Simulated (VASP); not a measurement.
Si2N: single point with PBE

Si2N:

```xyz
6
Lattice="4.9055 0.0000 0.0000 0.0000 2.7722 0.0000 -1.2489 0.0000 5.3685" Properties=species:S:1:pos:R:3 pbc="T T T"
Si    1.1960    0.0000    0.3075
Si    0.5317    1.3861    3.1984
Si    2.4607    0.0000    5.0610
Si    3.1249    1.3861    2.1701
N     2.3049    1.3861    3.8588
N     1.3517    1.3861    1.5097
```

```yaml
Program: VASP 6.6.1
Task: single point
Functional: PBE
Potentials_or_basis: VASP PAW PBE potentials, release 64 (Si, N)
Cutoff: 520 eV
k_mesh: 4 × 6 × 4
Occupations: gaussian, width 0.1 eV
Spin: no spin polarisation
```

```json
{"Pressure": "0.9 GPa", "Largest force": "0.270 eV/Å", "Band gap on the k mesh": "zero (bands 13 and 14 overlap by 2.84 eV)"}
```

Forces on the atoms (eV/Å):
```
Si  -0.011  0.000  0.054
Si  -0.263  0.000 -0.061
Si   0.011  0.000 -0.054
Si   0.263  0.000  0.061
N   -0.041  0.000  0.251
N    0.041  0.000 -0.251
```

Stress tensor (GPa, compression positive):
```
-0.13  0.00 -1.80
 0.00  2.47  0.00
-1.80  0.00  0.20
```

Levels at points of the mesh, in eV from the Fermi level:
```tsv
k point	band 10	band 11	band 12	band 13	band 14	band 15	band 16	band 17
(0.00, 0.00, 0.00)	-3.83	-3.21	-0.90	1.29	3.47	3.91	4.09	6.32
(0.50, 0.00, 0.00)	-3.27	-2.45	-0.63	-0.46	1.00	4.27	4.76	5.89
(0.00, 0.50, 0.00)	-4.50	-2.79	-2.61	-2.36	-1.01	0.67	0.79	4.78
(0.50, 0.50, 0.00)	-3.91	-2.46	-1.75	-1.46	-1.06	1.37	4.01	4.16
(0.00, 0.00, 0.50)	-3.38	-3.18	-2.38	-0.40	2.67	4.36	5.66	5.88
(0.50, 0.00, 0.50)	-3.36	-3.35	-3.32	1.72	2.22	2.61	4.20	6.04
(0.00, 0.50, 0.50)	-3.70	-3.69	-2.91	-1.24	0.41	1.63	1.67	2.39
(0.50, 0.50, 0.50)	-4.93	-1.80	-1.00	-0.79	0.24	0.32	2.06	3.33
```

Wall time 30 s on 1 thread of Intel(R) Xeon(R) Platinum 8559C (Emerald Rapids), with other jobs on the host, peak memory 0.2 GiB.

Caveat: the k points lie up to 0.38 Å⁻¹ apart, too coarse for converged energies and pressures of a metal.
